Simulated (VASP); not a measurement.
# Ta (Im-3m) in VASP: a series of runs

The runs below take Ta through single point, with PBE.

All numbers are computed with VASP 6.6.1; they aren't measurements. Logs are shortened: lines on timing, memory, paths and dates and some standing lists are left out, and cuts for length are marked.

### 1 The cell of the first run

It takes space group Im-3m (No. 229, cubic). The conventional cell has a = 3.280 Å, b = 3.280 Å, c = 3.280 Å, α = 90.00°, β = 90.00°, γ = 90.00°. Within 3.7 Å of Ta (site symmetry m-3m) lie 14 Ta at 2.84 to 3.28 Å.

### 2 Single point, PBE

Contents of INCAR:

```
SYSTEM = Ta
PREC     = Accurate       ! precision mode
ENCUT    = 520            ! plane-wave cutoff, eV
EDIFF    = 1E-6           ! SCF threshold, eV
ISMEAR   = -1             ! smearing method
SIGMA    = 0.15           ! smearing width, eV
LREAL    = .FALSE.        ! projectors in reciprocal space
LASPH    = .TRUE.         ! aspherical terms in the spheres
NELM     = 60             ! most SCF steps
ALGO     = Normal         ! electronic algorithm
ISIF     = 2              ! what is computed and relaxed
LWAVE    = .FALSE.        ! write WAVECAR
LCHARG   = .FALSE.        ! write CHGCAR
GGA      = PE             ! functional
NBANDS   = 12             ! bands
```

Contents of KPOINTS:

```
regular mesh
0
G
  12 12 12
  0 0 0
```

Contents of POSCAR:

```
Ta
1.0
   -1.6401972500      1.6401972500      1.6401972500
    1.6401972500     -1.6401972500      1.6401972500
    1.6401972500      1.6401972500     -1.6401972500
Ta
1
Direct
    0.0000000000      0.0000000000      0.0000000000
```

Potentials or basis: VASP PAW PBE potentials, release 64 (Ta_pv).

Command:

```sh
> cat potpaw_PBE.64/Ta_pv/POTCAR > POTCAR
> mpirun -np 1 vasp_std > vasp.out
```

OUTCAR:

```text
SYSTEM = Ta
   PREC = Accurate
   ENCUT = 520
   EDIFF = 1E-6
   ISMEAR = -1
   LREAL = .FALSE.
   LASPH = .TRUE.
   NELM = 60
   ISIF = 2
   GGA = PE

 ion  position               nearest neighbor table
   1  0.000  0.000  0.000-

  LATTYP: Found a body centered cubic cell.
 ALAT       =     3.2803945000

  Lattice vectors:

 A1 = (  -1.6401972500,   1.6401972500,   1.6401972500)
 A2 = (   1.6401972500,  -1.6401972500,   1.6401972500)
 A3 = (   1.6401972500,   1.6401972500,  -1.6401972500)

Analysis of symmetry for initial positions (statically):
=====================================================================
 Subroutine PRICEL returns:
 Original cell was already a primitive cell.

 Routine SETGRP: Setting up the symmetry group for a
 body centered cubic supercell.

 Subroutine GETGRP returns: Found 48 space group operations
 (whereof 48 operations were pure point group operations)
 out of a pool of 48 trial point group operations.

The static configuration has the point symmetry O_h .

Analysis of symmetry for dynamics (positions and initial velocities):
=====================================================================
 Subroutine PRICEL returns:
 Original cell was already a primitive cell.

 Routine SETGRP: Setting up the symmetry group for a
 body centered cubic supercell.

 Subroutine GETGRP returns: Found 48 space group operations
 (whereof 48 operations were pure point group operations)
 out of a pool of 48 trial point group operations.

The dynamic configuration has the point symmetry O_h .

 Subroutine INISYM returns: Found 48 space group operations
 (whereof 48 operations are pure point group operations),
 and found     1 'primitive' translations

----------------------------------------------------------------------------------------

                                     Primitive cell

  volume of cell :      17.6501

  direct lattice vectors                    reciprocal lattice vectors
    -1.640197250  1.640197250  1.640197250     0.000000000  0.304841384  0.304841384
     1.640197250 -1.640197250  1.640197250     0.304841384  0.000000000  0.304841384
     1.640197250  1.640197250 -1.640197250     0.304841384  0.304841384  0.000000000

  length of vectors
     2.840904971  2.840904971  2.840904971     0.431110820  0.431110820  0.431110820

  position of ions in fractional coordinates (direct lattice)
     0.000000000  0.000000000  0.000000000

  ion indices of the primitive-cell ions
[... 75 lines left out ...]
   LREAL  =      F    real-space projection
   EDIFFG = 0.1E-04   stopping-criterion for IOM
   NSW    =      0    number of steps for IOM
   IBRION =     -1    ionic relax: 0-MD 1-quasi-New 2-CG
   NFREE  =      0    steps in history (QN), initial steepest desc. (CG)
   ISIF   =      2    stress and relaxation
   ISYM   =      2    0-nonsym 1-usesym 2-fastsym
   POTIM  = 0.5000    time-step for ionic-motion
   TEBEG  =    0.0;   TEEND  =   0.0 temperature during run
   PSTRESS=    0.0 pullay stress
   NELECT =      11.0000    total number of electrons
   NUPDOWN=      -1.0000    fix difference up-down
   EMIN   =  10.00;   EMAX   =-10.00  energy-range for DOS
   EFERMI =   0.00;   METHOD = LEGACY
   ISMEAR =    -1;   SIGMA  =   0.15  broadening in eV -4-tet -1-fermi 0-gaus
   EFERMI_NEDOS =   21; number of points for ismear=-14 and -15
   IALGO  =     38    algorithm
   IMIX   =      4    mixing-type and parameters
     AMIX     =   0.40;   BMIX     =  1.00
     AMIX_MAG =   1.60;   BMIX_MAG =  1.00
  volume/ion in A,a.u.               =      17.65       119.11
  Fermi-wavevector in a.u.,A,eV,Ry     =   1.398373  2.642542 26.605466  1.955447
  Thomas-Fermi vector in A             =   2.521537
   LORBIT       =      0    0 simple, 1 ext, 2 COOP (PROOUT), +10 PAW based schemes
   GGA     = PE    functional components
[... 5 lines left out ...]
 non-spin polarized calculation
  energy-cutoff  :      520.00
  volume of cell :       17.65
 maximum number of plane-waves:       490
 NGX is ok and might be reduce to    24
   NGX = 11   NGY = 11   NGZ = 11

 number of electron      11.0000002 magnetization

 Free energy of the ion-electron system (eV)
  ---------------------------------------------------
  ext. energy  EPLUGINS =         0.00000000
  ---------------------------------------------------
  free energy    TOTEN  =       -11.84456189 eV

  energy without entropy =      -11.74834910  energy(sigma->0) =      -11.79645550

 E-fermi :   5.6807     XC(G=0): -12.7207

 val. band max:        5.6764847591   @ k =   0.1667   0.0000   0.0000
 cond. band min:       5.7122427778   @ k =  -0.3333   0.3333   0.1667
 fundamental gap:      0.0357580187
 Fermi energy:         5.6806708364

 k-point     1 :       0.0000    0.0000    0.0000
  band No.  band energies     occupation
      1     -27.3286      2.00000
      2     -27.3286      2.00000
      3     -27.3286      2.00000
      4      -2.3422      2.00000
      5       6.3916      0.01734
      6       6.3916      0.01734
      7       6.3916      0.01734
      8       9.7365      0.00000
      9       9.7365      0.00000
     10      20.4331      0.00000
     11      20.7573      0.00000
     12      20.7573      0.00000
[... 331 lines left out ...]
 k-point    24 :       0.4167    0.0833    0.0833
  band No.  band energies     occupation
      1     -28.5006      2.00000
      2     -27.7914      2.00000
      3     -27.4213      2.00000
      4       1.8253      2.00000
      5       3.9797      1.99998
      6       6.6219      0.00376
      7       9.8924      0.00000
      8      10.7276      0.00000
      9      14.6541      0.00000
     10      16.4922      0.00000
     11      18.4180      0.00000
     12      20.4406      0.00000

 [... further k-points ...]

------------------------ aborting loop because EDIFF is reached ----------------------------------------

  FORCE on cell =-STRESS in cart. coord.  units (eV):
  Direction    XX          YY          ZZ          XY          YZ          ZX
  --------------------------------------------------------------------------------------
  -------------------------------------------------------------------------------------
  Total        0.8533837      0.8533837      0.8533837     -0.0000000      0.0000000     -0.0000000
  in kB       77.4652072     77.4652072     77.4652072     -0.0000000      0.0000000     -0.0000000
  external PRESSURE =      77.4652072 kB  Pullay stress =       0.0000000 kB

 VOLUME and BASIS-vectors are now :
 -----------------------------------------------------------------------------
  energy-cutoff  :      520.00
  volume of cell :       17.65
      direct lattice vectors                 reciprocal lattice vectors
    -1.640197250  1.640197250  1.640197250     0.000000000  0.304841384  0.304841384
     1.640197250 -1.640197250  1.640197250     0.304841384  0.000000000  0.304841384
     1.640197250  1.640197250 -1.640197250     0.304841384  0.304841384  0.000000000

 POSITION                                       TOTAL-FORCE (eV/Angst)
 -----------------------------------------------------------------------------------
      0.00000      0.00000      0.00000         0.000000     -0.000000     -0.000000
 -----------------------------------------------------------------------------------
    total drift:                                0.000000      0.000000     -0.000000

  FREE ENERGIE OF THE ION-ELECTRON SYSTEM (eV)
  ---------------------------------------------------
  free  energy   TOTEN  =       -11.8445618932 eV

  energy  without entropy=      -11.7483491026  energy(sigma->0) =      -11.79645550
```

OSZICAR:

```text
N       E                     dE             d eps       ncg     rms          rms(c)
DAV:   1     0.627503220202E+02    0.62750E+02   -0.60756E+03  1736   0.881E+02
DAV:   2    -0.112378550378E+02   -0.73988E+02   -0.72176E+02  1900   0.250E+02
DAV:   3    -0.122831471772E+02   -0.10453E+01   -0.10342E+01  2068   0.280E+01
DAV:   4    -0.122859315049E+02   -0.27843E-02   -0.27841E-02  1924   0.159E+00
DAV:   5    -0.122859398570E+02   -0.83521E-05   -0.83523E-05  2048   0.858E-02    0.140E+01
DAV:   6    -0.119485826030E+02    0.33736E+00   -0.27082E-01  2016   0.563E+00    0.689E+00
DAV:   7    -0.118456037260E+02    0.10298E+00   -0.24335E-01  1948   0.499E+00    0.396E-01
DAV:   8    -0.118446040278E+02    0.99970E-03   -0.60413E-03  1908   0.712E-01    0.141E-01
DAV:   9    -0.118445686118E+02    0.35416E-04   -0.14439E-04  2008   0.130E-01    0.272E-02
DAV:  10    -0.118445618993E+02    0.67125E-05   -0.38825E-06  1924   0.221E-02    0.312E-03
DAV:  11    -0.118445618932E+02    0.61525E-08   -0.16799E-07  1072   0.465E-03
   1 F= -.11844562E+02 E0= -.11796455E+02  d E =-.962128E-01
```

stdout:

```text
POSCAR found type information on POSCAR Ta
 POSCAR found :  1 types and       1 ions
 scaLAPACK will be used
 LDA part: xc-table for (Slater+PW92), standard interpolation
 POSCAR, INCAR and KPOINTS ok, starting setup
 FFT: planning ... GRIDC
 FFT: planning ... GRID_SOFT
 FFT: planning ... GRID
 WAVECAR not read
 entering main loop
```

It took 6.2 s on 1 thread of Intel Xeon Platinum 8375C at 2.90GHz (Ice Lake), shared host; peak memory 0.15 GiB.

Results:

- Free energy: -11.8446 eV
- Pressure: 7.7 GPa

Levels at points of the mesh, in eV from the Fermi level:
| k point | band 2 | band 3 | band 4 | band 5 | band 6 | band 7 | band 8 | band 9 |
| --- | --- | --- | --- | --- | --- | --- | --- | --- |
| (0.00, 0.00, 0.00) | -33.01 | -33.01 | -8.02 | 0.71 | 0.71 | 0.71 | 4.06 | 4.06 |
| (0.50, 0.00, 0.00) | -33.41 | -33.02 | -4.50 | -1.63 | 1.65 | 3.95 | 5.00 | 7.98 |
| (0.50, 0.50, 0.50) | -33.88 | -33.88 | -3.95 | -3.95 | 6.98 | 6.98 | 6.98 | 8.82 |

Caveat: spin-orbit coupling is left out, which moves the levels of the heavy elements.

### 3 Single point, PBE

This run uses another cell than the first one, of 18.01 Å³/atom, 1.020 times its volume.

Edit INCAR of step 2 so:

```diff
@@ -8,3 +8,3 @@
 LASPH    = .TRUE.         ! aspherical terms in the spheres
-NELM     = 60             ! most SCF steps
+NELM     = 80             ! most SCF steps
 ALGO     = Normal         ! electronic algorithm
```

KPOINTS is that of step 2.

Contents of POSCAR:

```
Ta
1.0
   -1.6512800000      1.6512800000      1.6512800000
    1.6512800000     -1.6512800000      1.6512800000
    1.6512800000      1.6512800000     -1.6512800000
Ta
1
Direct
    0.0000000000      0.0000000000      0.0000000000
```

Potentials or basis: VASP PAW PBE potentials, release 64 (Ta_pv).

Command:

```sh
> cat potpaw_PBE.64/Ta_pv/POTCAR > POTCAR
> mpirun -np 1 vasp_std > vasp.out
```

Wall time 6.4 s (1 thread of Intel Xeon Platinum 8375C at 2.90GHz (Ice Lake), shared host); peak memory 0.15 GiB.

It converged, with:

- Free energy: -11.8572 eV
- Pressure: 3.5 GPa

Levels at points of the mesh, in eV from the Fermi level:
| k point | band 3 | band 4 | band 5 | band 6 | band 7 | band 8 |
| --- | --- | --- | --- | --- | --- | --- |
| (0.00, 0.00, 0.00) | -33.09 | -7.94 | 0.71 | 0.71 | 0.71 | 3.98 |
| (0.50, 0.00, 0.00) | -33.10 | -4.40 | -1.57 | 1.56 | 3.87 | 4.89 |
| (0.50, 0.50, 0.50) | -33.91 | -3.83 | -3.83 | 6.81 | 6.81 | 6.81 |

Caveat: spin-orbit coupling is left out, which moves the levels of the heavy elements.

### 4 Single point, PBE

This run uses another cell than the first one, of 18.37 Å³/atom, 1.041 times its volume.

Contents of INCAR:

```
SYSTEM = Ta
ALGO     = Normal         ! electronic algorithm
EDIFF    = 1E-7           ! SCF threshold, eV
ENCUT    = 520            ! plane-wave cutoff, eV
GGA      = PE             ! functional
ISIF     = 2              ! what is computed and relaxed
ISMEAR   = -1             ! smearing method
LASPH    = .TRUE.         ! aspherical terms in the spheres
LCHARG   = .FALSE.        ! write CHGCAR
LREAL    = .FALSE.        ! projectors in reciprocal space
LWAVE    = .FALSE.        ! write WAVECAR
NBANDS   = 12             ! bands
NELM     = 80             ! most SCF steps
PREC     = Accurate       ! precision mode
SIGMA    = 0.15           ! smearing width, eV
```

Contents of KPOINTS:

```
k-points
0
G
  12 12 12
  0 0 0
```

Contents of POSCAR:

```
Ta
1.0
   -1.6622159478      1.6622159478      1.6622159478
    1.6622159478     -1.6622159478      1.6622159478
    1.6622159478      1.6622159478     -1.6622159478
Ta
1
Direct
    0.0000000000      0.0000000000      0.0000000000
```

Command:

```sh
> cat potpaw_PBE.64/Ta_pv/POTCAR > POTCAR
> mpirun -np 1 vasp_std > vasp.out
```

It took 8 s on 1 thread of Intel Xeon Platinum 8375C at 2.90GHz (Ice Lake), shared host; peak memory 0.14 GiB.

It converged, with:

```
Free energy : -11.8607 eV
Pressure    : -0.4 GPa
```

Levels at points of the mesh, in eV from the Fermi level:
```tsv
k point	band 2	band 3	band 4	band 5	band 6	band 7	band 8	band 9	band 10	band 11
(0.00, 0.00, 0.00)	-33.17	-33.17	-7.87	0.71	0.71	0.71	3.91	3.91	14.61	14.89
(0.50, 0.00, 0.00)	-33.53	-33.18	-4.32	-1.51	1.47	3.78	4.79	7.58	11.39	11.82
(0.50, 0.50, 0.50)	-33.94	-33.94	-3.71	-3.71	6.65	6.65	6.65	8.45	8.45	8.45
```

Caveat: spin-orbit coupling is left out, which moves the levels of the heavy elements.

### 5 Single point, PBE

This run uses another cell than the first one, of 18.73 Å³/atom, 1.061 times its volume.

Contents of INCAR:

```
  PREC = Accurate
  ENCUT = 520
  EDIFF = 1E-6
  ISMEAR = -1
  SIGMA = 0.15
  LREAL = F
  LASPH = T
  NELM = 100
  ALGO = Normal
  ISIF = 2
  LWAVE = F
  LCHARG = F
  GGA = PE
  NBANDS = 12
```

Contents of KPOINTS:

```
Automatic mesh
0
Gamma
  12 12 12
```

Contents of POSCAR:

```
Ta
1.0
   -1.6730098603      1.6730098603      1.6730098603
    1.6730098603     -1.6730098603      1.6730098603
    1.6730098603      1.6730098603     -1.6730098603
Ta
1
Direct
    0.0000000000      0.0000000000      0.0000000000
```

Command:

```sh
> cat potpaw_PBE.64/Ta_pv/POTCAR > POTCAR
> mpirun -np 1 vasp_std > vasp.out
```

It took 6.6 s on 1 thread of Intel Xeon Platinum 8375C at 2.90GHz (Ice Lake), shared host; peak memory 0.15 GiB.

Results (log left out):

| Item | Value |
| --- | --- |
| Free energy | -11.8558 eV |
| Pressure | -4.0 GPa |

Levels at points of the mesh, in eV from the Fermi level:
| k point | band 4 | band 5 | band 6 | band 7 | band 8 | band 9 |
| --- | --- | --- | --- | --- | --- | --- |
| (0.00, 0.00, 0.00) | -7.79 | 0.71 | 0.71 | 0.71 | 3.84 | 3.84 |
| (0.50, 0.00, 0.00) | -4.23 | -1.46 | 1.39 | 3.70 | 4.68 | 7.39 |
| (0.50, 0.50, 0.50) | -3.60 | -3.60 | 6.50 | 6.50 | 6.50 | 8.28 |

Caveat: spin-orbit coupling is left out, which moves the levels of the heavy elements.

### 6 Single point, PBE

This run uses another cell than the first one, of 19.09 Å³/atom, 1.082 times its volume.

Contents of INCAR:

```
SYSTEM = Ta
PREC = Accurate ; ENCUT = 520
EDIFF = 1E-6 ; ISMEAR = -1
SIGMA = 0.15 ; LREAL = .FALSE.
LASPH = .TRUE. ; NELM = 100
ALGO = Normal ; ISIF = 2
LWAVE = .FALSE. ; LCHARG = .TRUE.
GGA = PE ; LELF = .TRUE.
LVHAR = .TRUE. ; NBANDS = 12
```

Contents of KPOINTS:

```
regular mesh
0
G
  12 12 12
  0 0 0
```

Contents of POSCAR:

```
Ta
1.0
   -1.6836662614      1.6836662614      1.6836662614
    1.6836662614     -1.6836662614      1.6836662614
    1.6836662614      1.6836662614     -1.6836662614
Ta
1
Direct
    0.0000000000      0.0000000000      0.0000000000
```

Potentials or basis: VASP PAW PBE potentials, release 64 (Ta_pv).

Command:

```sh
> cat potpaw_PBE.64/Ta_pv/POTCAR > POTCAR
> mpirun -np 1 vasp_std > vasp.out
```

Run time: 7.3 s. Hardware: 1 thread of Intel Xeon Platinum 8375C at 2.90GHz (Ice Lake), shared host; peak memory 0.14 GiB.

It converged, with:

```
Free energy : -11.8433 eV
Pressure    : -7.2 GPa
```

Levels at points of the mesh, in eV from the Fermi level:
| k point | band 2 | band 3 | band 4 | band 5 | band 6 | band 7 | band 8 | band 9 | band 10 | band 11 |
| --- | --- | --- | --- | --- | --- | --- | --- | --- | --- | --- |
| (0.00, 0.00, 0.00) | -33.33 | -33.33 | -7.72 | 0.70 | 0.70 | 0.70 | 3.77 | 3.77 | 14.47 | 14.71 |
| (0.50, 0.00, 0.00) | -33.64 | -33.33 | -4.15 | -1.41 | 1.31 | 3.62 | 4.58 | 7.21 | 10.79 | 11.64 |
| (0.50, 0.50, 0.50) | -34.01 | -34.01 | -3.50 | -3.50 | 6.34 | 6.34 | 6.34 | 8.11 | 8.11 | 8.11 |

Caveat: spin-orbit coupling is left out, which moves the levels of the heavy elements.

### 7 Overview

| cell | gap on the mesh (eV) | pressure (GPa) |
| --- | --- | --- |
| a = 2.841 Å, angles 109.5°, 1 atom | none | 7.7 |
| a = 2.860 Å, angles 109.5°, 1 atom | none | 3.5 |
| a = 2.879 Å, angles 109.5°, 1 atom | none | -0.4 |
| a = 2.898 Å, angles 109.5°, 1 atom | none | -4.0 |
| a = 2.916 Å, angles 109.5°, 1 atom | none | -7.2 |

Alike in all rows: task single point; level PBE; potentials or basis VASP PAW PBE potentials, release 64 (Ta_pv); no spin polarisation; k mesh 12 × 12 × 12; cutoff (eV) 520; smearing fermi-dirac 0.15 eV.

Caveats: spin-orbit coupling is left out, which moves the levels of the heavy elements.

Absolute energies hang on the potentials; compare differences alone.
